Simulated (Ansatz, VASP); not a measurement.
# ZnAg2 in VASP and in Ansatz

Contents of INCAR:

```
PREC = Accurate
ENCUT = 600
EDIFF = 1E-6
ISMEAR = 0
SIGMA = 0.1
LREAL = F
LASPH = T
NELM = 80
ALGO = Fast
ISIF = 3
LWAVE = F
LCHARG = F
GGA = PE
IBRION = 2
NSW = 90
EDIFFG = -0.04
```

KPOINTS

```
Automatic mesh
0
Gamma
  4 4 4
```

POSCAR

```
ZnAg2
1.0
    0.0000000000      3.7712277004      3.7712277004
    3.7712277004      0.0000000000      3.7712277004
    3.7712277004      3.7712277004      0.0000000000
Zn Ag
2 4
Direct
    0.0000000000      0.0000000000      0.0000000000
    0.2500000000      0.2500000000      0.2500000000
    0.6250000000      0.6250000000      0.6250000000
    0.1250000000      0.6250000000      0.6250000000
    0.6250000000      0.6250000000      0.1250000000
    0.6250000000      0.1250000000      0.6250000000
```

Input for Ansatz:

```yaml
crystal:
  lattice:
    - [0.0, 3.7712277004, 3.7712277004]
    - [3.7712277004, 0.0, 3.7712277004]
    - [3.7712277004, 3.7712277004, 0.0]
  atoms:
    - { symbol: Zn, position: [0.0, 0.0, 0.0] }
    - { symbol: Zn, position: [0.25, 0.25, 0.25] }
    - { symbol: Ag, position: [0.625, 0.625, 0.625] }
    - { symbol: Ag, position: [0.125, 0.625, 0.625] }
    - { symbol: Ag, position: [0.625, 0.625, 0.125] }
    - { symbol: Ag, position: [0.625, 0.125, 0.625] }
basis:
  ecutwfc: 420
kpoints:
  mp_grid: { grid: [4, 4, 4] }
hamiltonian:
  xc: pbe
scf:
  occupations: { method: gaussian, width: 0.1 }
  lower_state_search: "off"
output:
  forces: true
  stress: true
  eigenvalues: true
relax:
  adjacent_minimum: "off"
  f_tol: 0.04
  max_steps: 70
  cell: { stress_tol: 0.4 }
```

Alike in both runs: task relaxation of cell and atoms; functional PBE; k mesh 4 × 4 × 4; occupations gaussian, width 0.1 eV; no spin polarisation.

```csv
,VASP,Ansatz
version,VASP 6.6.1,Ansatz 0.2.0
potentials or method,"VASP PAW PBE potentials, release 64 (Zn, Ag), cutoff 600 eV","scalar-relativistic, plane waves, PAW"
valence electrons in the cell,68,100
```

```tsv
	VASP	Ansatz	Ansatz less VASP
gap on the k mesh at the Fermi level, each at its own relaxed structure (eV)	none	none	-
relaxed volume (Å³/atom)	19.36	19.44	+0.086
relaxed length of the cell vector where the two differ most in proportion (Å)	5.476	5.484	+0.0081
```

A gap of «none» marks a metal or a gap that the smearing closes. VASP's potentials hold 68 valence electrons a cell and Ansatz's 100, so a difference there can come from the potentials and not from the codes.

The k mesh is coarse, so the values compare programs but aren't converged.
